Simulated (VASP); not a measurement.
# BN (Pm-3m) in VASP: a series of runs

BN is run at these levels: r2SCAN, r2SCAN+D3(BJ); tasks: single point.

Everything below comes from runs of VASP 6.6.1. Logs are shortened: lines on timing, memory, paths and dates and some standing lists are left out, and cuts for length are marked.

### Step 1. The cell of the first run

Symmetry: Pm-3m, No. 221, cubic system. Conventional cell: a = 2.315 Å, b = 2.315 Å, c = 2.315 Å, α = 90.00°, β = 90.00°, γ = 90.00°. B (site symmetry m-3m) has 8 N at 2.00 Å and 6 B at 2.31 Å within 2.7 Å. Within 2.7 Å of N (site symmetry m-3m) lie 8 B at 2.00 Å and 6 N at 2.31 Å.

### Step 2. Single point, r2SCAN

File POSCAR:

```
BN
1.0
    2.3148041895      0.0000000000      0.0000000000
    0.0000000000      2.3148041895      0.0000000000
    0.0000000000      0.0000000000      2.3148041895
B N
1 1
Direct
    0.0000000000      0.0000000000      0.0000000000
    0.5000000000      0.5000000000      0.5000000000
```

File INCAR.step1:

```
SYSTEM = BN
  PREC = Accurate
  ENCUT = 520
  ISMEAR = -1
  SIGMA = 0.05
  LREAL = .FALSE.
  LASPH = .TRUE.
  NELM = 80
  NBANDS = 11
  GGA = PE
  ALGO = Normal
  EDIFF = 1E-4
  LWAVE = .TRUE.
  LCHARG = .FALSE.
```

File INCAR.step2:

```
SYSTEM = BN
  PREC = Accurate
  ENCUT = 520
  EDIFF = 1E-7
  ISMEAR = -1
  SIGMA = 0.05
  LREAL = .FALSE.
  LASPH = .TRUE.
  NELM = 80
  ALGO = Normal
  ISIF = 2
  LWAVE = .FALSE.
  LCHARG = .FALSE.
  METAGGA = R2SCAN
  LMIXTAU = .TRUE.
  NBANDS = 11
  ISTART = 1
```

File KPOINTS:

```
Automatic mesh
0
G
  8 8 8
  0 0 0
```

Potentials or basis: VASP PAW PBE potentials, release 64 (B, N).

On the command line:

```sh
$ cat potpaw_PBE.64/B/POTCAR potpaw_PBE.64/N/POTCAR > POTCAR
$ cp INCAR.step1 INCAR
$ mpirun -np 1 vasp_std > vasp.out
$ cp INCAR.step2 INCAR
$ mpirun -np 1 vasp_std > vasp.out
```

OUTCAR:

```text
SYSTEM = BN
   PREC = Accurate
   ENCUT = 520
   EDIFF = 1E-7
   ISMEAR = -1
   LREAL = .FALSE.
   LASPH = .TRUE.
   NELM = 80
   ISIF = 2
   METAGGA = R2SCAN
   ISTART = 1

 ion  position               nearest neighbor table
   1  0.000  0.000  0.000-
   2  0.500  0.500  0.500-

  LATTYP: Found a simple cubic cell.
 ALAT       =     2.3148041895

  Lattice vectors:

 A1 = (   2.3148041895,   0.0000000000,   0.0000000000)
 A2 = (   0.0000000000,   2.3148041895,   0.0000000000)
 A3 = (   0.0000000000,   0.0000000000,   2.3148041895)

Analysis of symmetry for initial positions (statically):
=====================================================================
 Subroutine PRICEL returns:
 Original cell was already a primitive cell.

 Routine SETGRP: Setting up the symmetry group for a
 simple cubic supercell.

 Subroutine GETGRP returns: Found 48 space group operations
 (whereof 48 operations were pure point group operations)
 out of a pool of 48 trial point group operations.

The static configuration has the point symmetry O_h .

Analysis of symmetry for dynamics (positions and initial velocities):
=====================================================================
 Subroutine PRICEL returns:
 Original cell was already a primitive cell.

 Routine SETGRP: Setting up the symmetry group for a
 simple cubic supercell.

 Subroutine GETGRP returns: Found 48 space group operations
 (whereof 48 operations were pure point group operations)
 out of a pool of 48 trial point group operations.

The dynamic configuration has the point symmetry O_h .

 Subroutine INISYM returns: Found 48 space group operations
 (whereof 48 operations are pure point group operations),
 and found     1 'primitive' translations

----------------------------------------------------------------------------------------

                                     Primitive cell

  volume of cell :      12.4035

  direct lattice vectors                    reciprocal lattice vectors
     2.314804190  0.000000000  0.000000000     0.432001983  0.000000000  0.000000000
     0.000000000  2.314804190  0.000000000     0.000000000  0.432001983  0.000000000
     0.000000000  0.000000000  2.314804190     0.000000000  0.000000000  0.432001983

  length of vectors
     2.314804190  2.314804190  2.314804190     0.432001983  0.432001983  0.432001983

  position of ions in fractional coordinates (direct lattice)
     0.000000000  0.000000000  0.000000000
     0.500000000  0.500000000  0.500000000

  ion indices of the primitive-cell ions
   primitive index   ion index
                 1           1
                 2           2

----------------------------------------------------------------------------------------

 KPOINTS: Automatic mesh

Automatic generation of k-mesh.
 Grid dimensions read from file:
 generate k-points for:    8    8    8

 Generating k-lattice:

  Cartesian coordinates                     Fractional coordinates (reciprocal lattice)
     0.054000248  0.000000000  0.000000000     0.125000000  0.000000000  0.000000000
     0.000000000  0.054000248  0.000000000     0.000000000  0.125000000  0.000000000
     0.000000000  0.000000000  0.054000248     0.000000000  0.000000000  0.125000000

  Length of vectors
     0.054000248  0.054000248  0.054000248

  Shift w.r.t. Gamma in fractional coordinates (k-lattice)
     0.000000000  0.000000000  0.000000000

 Subroutine IBZKPT returns following result:
 ===========================================

 Found     35 irreducible k-points:

 Following reciprocal coordinates:
            Coordinates               Weight
  0.000000  0.000000  0.000000      1.000000
  0.125000  0.000000  0.000000      6.000000
  0.250000  0.000000  0.000000      6.000000
  0.375000  0.000000  0.000000      6.000000
  0.500000  0.000000  0.000000      3.000000
  0.125000  0.125000  0.000000     12.000000
[... 16 lines left out ...]
  0.375000  0.375000  0.125000     24.000000
  0.500000  0.375000  0.125000     24.000000
 [... further k-points ...]
   k-points           NKPTS =     35   k-points in BZ     NKDIM =     35   number of bands    NBANDS=     11
   number of dos      NEDOS =    301   number of ions     NIONS =      2
   total plane-waves  NPLWV =   5832
   dimension x,y,z NGX =    18 NGY =   18 NGZ =   18
   dimension x,y,z NGXF=    36 NGYF=   36 NGZF=   36
   ions per type =               1   1
   NGX,Y,Z   is equivalent  to a cutoff of  12.93, 12.93, 12.93 a.u.
   NGXF,Y,Z  is equivalent  to a cutoff of  25.85, 25.85, 25.85 a.u.
 SYSTEM =  BN
   PREC   = accura    normal or accurate (medium, high low for compatibility)
   ISTART =      1    job   : 0-new  1-cont  2-samecut
   ICHARG =      0    charge: 1-file 2-atom 10-const
   ISPIN  =      1    spin polarized calculation?
   LNONCOLLINEAR =      F non collinear calculations
   LSORBIT =      F    spin-orbit coupling
   LASPH  =      T    aspherical Exc in radial PAW
   ENCUT  =  520.0 eV  38.22 Ry    6.18 a.u.   4.30  4.30  4.30*2*pi/ulx,y,z
   NELM   =     80;   NELMIN=  2; NELMDL=  0     # of ELM steps
   EDIFF  = 0.1E-06   stopping-criterion for ELM
   LREAL  =      F    real-space projection
   EDIFFG = 0.1E-05   stopping-criterion for IOM
   NSW    =      0    number of steps for IOM
   IBRION =     -1    ionic relax: 0-MD 1-quasi-New 2-CG
   NFREE  =      0    steps in history (QN), initial steepest desc. (CG)
   ISIF   =      2    stress and relaxation
   ISYM   =      2    0-nonsym 1-usesym 2-fastsym
   POTIM  = 0.5000    time-step for ionic-motion
   TEBEG  =    0.0;   TEEND  =   0.0 temperature during run
   PSTRESS=    0.0 pullay stress
   NELECT =       8.0000    total number of electrons
   NUPDOWN=      -1.0000    fix difference up-down
   EMIN   =  10.00;   EMAX   =-10.00  energy-range for DOS
   EFERMI =   0.00;   METHOD = LEGACY
   ISMEAR =    -1;   SIGMA  =   0.05  broadening in eV -4-tet -1-fermi 0-gaus
   EFERMI_NEDOS =   21; number of points for ismear=-14 and -15
   IALGO  =     38    algorithm
   IMIX   =      4    mixing-type and parameters
     AMIX     =   0.40;   BMIX     =  1.00
     AMIX_MAG =   1.60;   BMIX_MAG =  1.00
  volume/ion in A,a.u.               =       6.20        41.85
  Fermi-wavevector in a.u.,A,eV,Ry     =   1.414460  2.672941 27.221124  2.000696
  Thomas-Fermi vector in A             =   2.536000
   LORBIT       =      0    0 simple, 1 ext, 2 COOP (PROOUT), +10 PAW based schemes
   METAGGA = R2SCAN    functional components
   LHFCALC =     F    Hartree Fock is set to
   AEXX    =    0.0000 exact exchange contribution
   IVDW    =     0    specifies the selected vdW correction
   LEPSILON=     F    determine dielectric tensor
   LRPA    =     F    only Hartree local field effects (RPA)
 non-spin polarized calculation
  energy-cutoff  :      520.00
  volume of cell :       12.40
 maximum number of plane-waves:       356
 NGX is ok and might be reduce to    18
   NGX =  9   NGY =  9   NGZ =  9

 number of electron       8.0000000 magnetization

 Free energy of the ion-electron system (eV)
  ---------------------------------------------------
  ext. energy  EPLUGINS =         0.00000000
  ---------------------------------------------------
  free energy    TOTEN  =       -11.13754250 eV

  energy without entropy =      -11.13135717  energy(sigma->0) =      -11.13444983

 E-fermi :   9.2204     XC(G=0): -14.2785

 val. band max:        9.1287919513   @ k =   0.3750   0.3750   0.1250
 cond. band min:       9.2767123248   @ k =   0.3750   0.1250   0.0000
 fundamental gap:      0.1479203734
 Fermi energy:         9.2203501419

 k-point     1 :       0.0000    0.0000    0.0000
  band No.  band energies     occupation
      1     -13.3495      2.00000
      2       6.8979      2.00000
      3       6.8979      2.00000
      4       6.8979      2.00000
      5      10.7500      0.00000
      6      21.2695      0.00000
      7      21.2695      0.00000
      8      21.2695      0.00000
      9      21.9373      0.00000
     10      21.9373      0.00000
     11      45.4581      0.00000

 k-point     2 :       0.1250    0.0000    0.0000
  band No.  band energies     occupation
      1     -12.9983      2.00000
      2       4.5964      2.00000
      3       7.1926      2.00000
      4       7.1926      2.00000
      5      11.6959      0.00000
      6      20.0022      0.00000
      7      20.7391      0.00000
      8      20.7391      0.00000
      9      22.3943      0.00000
     10      25.0171      0.00000
     11      43.8684      0.00000

 k-point     3 :       0.2500    0.0000    0.0000
  band No.  band energies     occupation
      1     -11.9768      2.00000
      2       0.7979      2.00000
      3       8.0116      2.00000
      4       8.0116      2.00000
      5      12.6764      0.00000
      6      18.7414      0.00000
      7      19.3173      0.00000
      8      19.3173      0.00000
      9      23.7639      0.00000
     10      30.6278      0.00000
     11      38.4511      0.00000

 k-point     4 :       0.3750    0.0000    0.0000
  band No.  band energies     occupation
      1     -10.4632      2.00000
      2      -2.6295      2.00000
      3       9.0795      1.88727
      4       9.0795      1.88727
      5      13.4212      0.00000
      6      17.5731      0.00000
      7      17.6151      0.00000
      8      17.6151      0.00000
      9      26.0344      0.00000
     10      33.4455      0.00000
     11      37.3210      0.00000
[... 239 lines left out ...]
 k-point    22 :       0.5000    0.2500    0.1250
  band No.  band energies     occupation
      1      -7.7202      2.00000
      2      -2.6969      2.00000
      3       4.3104      2.00000
      4       8.7019      1.99994
      5      10.3549      0.00000
      6      14.8865      0.00000
      7      16.8534      0.00000
      8      19.4967      0.00000
      9      32.4897      0.00000
     10      35.7029      0.00000
     11      35.9572      0.00000

 k-point    23 :       0.3750    0.3750    0.1250
  band No.  band energies     occupation
      1      -7.2601      2.00000
      2       0.3295      2.00000
      3       0.3427      2.00000
      4       8.3541      2.00000
      5       9.1288      1.72380
      6      15.8866      0.00000
      7      17.2052      0.00000
      8      18.7293      0.00000
      9      32.1384      0.00000
     10      35.3709      0.00000
     11      36.7502      0.00000

 k-point    24 :       0.5000    0.3750    0.1250
  band No.  band energies     occupation
      1      -6.2332      2.00000
      2      -1.3074      2.00000
      3       1.1863      2.00000
      4       7.0830      2.00000
      5       9.3973      0.05642
      6      15.9697      0.00000
      7      16.9344      0.00000
      8      18.7998      0.00000
      9      31.8354      0.00000
     10      35.3793      0.00000
     11      35.6712      0.00000

 [... further k-points ...]

------------------------ aborting loop because EDIFF is reached ----------------------------------------

  FORCE on cell =-STRESS in cart. coord.  units (eV):
  Direction    XX          YY          ZZ          XY          YZ          ZX
  --------------------------------------------------------------------------------------
  -------------------------------------------------------------------------------------
  Total       -0.0687898     -0.0687898     -0.0687898     -0.0000000     -0.0000000     -0.0000000
  in kB       -8.8856981     -8.8856981     -8.8856981     -0.0000000     -0.0000000     -0.0000000
  external PRESSURE =      -8.8856981 kB  Pullay stress =       0.0000000 kB

 VOLUME and BASIS-vectors are now :
 -----------------------------------------------------------------------------
  energy-cutoff  :      520.00
  volume of cell :       12.40
      direct lattice vectors                 reciprocal lattice vectors
     2.314804190  0.000000000  0.000000000     0.432001983  0.000000000  0.000000000
     0.000000000  2.314804190  0.000000000     0.000000000  0.432001983  0.000000000
     0.000000000  0.000000000  2.314804190     0.000000000  0.000000000  0.432001983

 POSITION                                       TOTAL-FORCE (eV/Angst)
 -----------------------------------------------------------------------------------
      0.00000      0.00000      0.00000         0.000000      0.000000      0.000000
      1.15740      1.15740      1.15740         0.000000      0.000000      0.000000
 -----------------------------------------------------------------------------------
    total drift:                                0.000000     -0.000000      0.000000

  FREE ENERGIE OF THE ION-ELECTRON SYSTEM (eV)
  ---------------------------------------------------
  free  energy   TOTEN  =       -11.1375424957 eV

  energy  without entropy=      -11.1313571677  energy(sigma->0) =      -11.13444983
```

Run time: 8.9 s. Hardware: 1 thread of Intel Xeon 6975P-C (Granite Rapids), shared host; peak memory 0.11 GiB.

What came out:

```yaml
Free_energy: -11.1375 eV
Pressure: -0.9 GPa
Band_gap_on_the_k_mesh: zero (band 4 reaches 10.08 eV, above the bottom of band 5 at 7.17 eV)
```

Caveat: the PAW data sets were made with another functional, which shifts forces and pressure a little.

### Step 3. Single point, r2SCAN+D3(BJ)

POSCAR is that of step 2.

File INCAR.step1:

```
SYSTEM = BN
  PREC = Accurate
  ENCUT = 520
  ISMEAR = -1
  SIGMA = 0.02
  LREAL = .False.
  LASPH = .True.
  NELM = 80
  NBANDS = 11
  GGA = PE
  ALGO = Normal
  EDIFF = 1E-4
  LWAVE = .True.
  LCHARG = .False.
```

File INCAR.step2:

```
SYSTEM = BN
  PREC = Accurate
  ENCUT = 520
  EDIFF = 1E-7
  ISMEAR = -1
  SIGMA = 0.02
  LREAL = .False.
  LASPH = .True.
  NELM = 80
  ALGO = Normal
  ISIF = 2
  LWAVE = .False.
  LCHARG = .False.
  METAGGA = R2SCAN
  LMIXTAU = .True.
  IVDW = 12
  VDW_S6 = 1.0
  VDW_S8 = 0.78981345
  VDW_A1 = 0.49484001
  VDW_A2 = 5.73083694
  NBANDS = 11
  ISTART = 1
```

File KPOINTS:

```
regular mesh
0
Gamma
  8 8 8
  0 0 0
```

Potentials or basis: VASP PAW PBE potentials, release 64 (B, N).

On the command line:

```sh
$ cat potpaw_PBE.64/B/POTCAR potpaw_PBE.64/N/POTCAR > POTCAR
$ cp INCAR.step1 INCAR
$ mpirun -np 1 vasp_std > vasp.out
$ cp INCAR.step2 INCAR
$ mpirun -np 1 vasp_std > vasp.out
```

Run time: 9.1 s. Hardware: 1 thread of Intel Xeon 6975P-C (Granite Rapids), shared host; peak memory 0.12 GiB.

Results (log left out):

- Free energy: -11.3226 eV
- Pressure: -3.3 GPa
- Band gap on the k mesh: zero (band 4 reaches 10.08 eV, above the bottom of band 5 at 7.17 eV)
- Dispersion energy per atom: -0.094 eV

Levels at points of the mesh, in eV from the Fermi level:
```tsv
k point	band 2	band 3	band 4	band 5	band 6	band 7
(0.00, 0.00, 0.00)	-2.34	-2.34	-2.34	1.51	12.03	12.03
(0.50, 0.00, 0.00)	-13.57	0.42	0.42	4.55	7.53	7.53
(0.50, 0.50, 0.00)	-10.06	-10.06	-3.93	1.58	9.18	9.18
(0.50, 0.50, 0.50)	-5.26	-5.26	-5.26	-1.48	-1.48	-1.48
```

Caveat: the PAW data sets were made with another functional, which shifts forces and pressure a little; pairwise dispersion overbinds metals, which lowers pressure and volume.
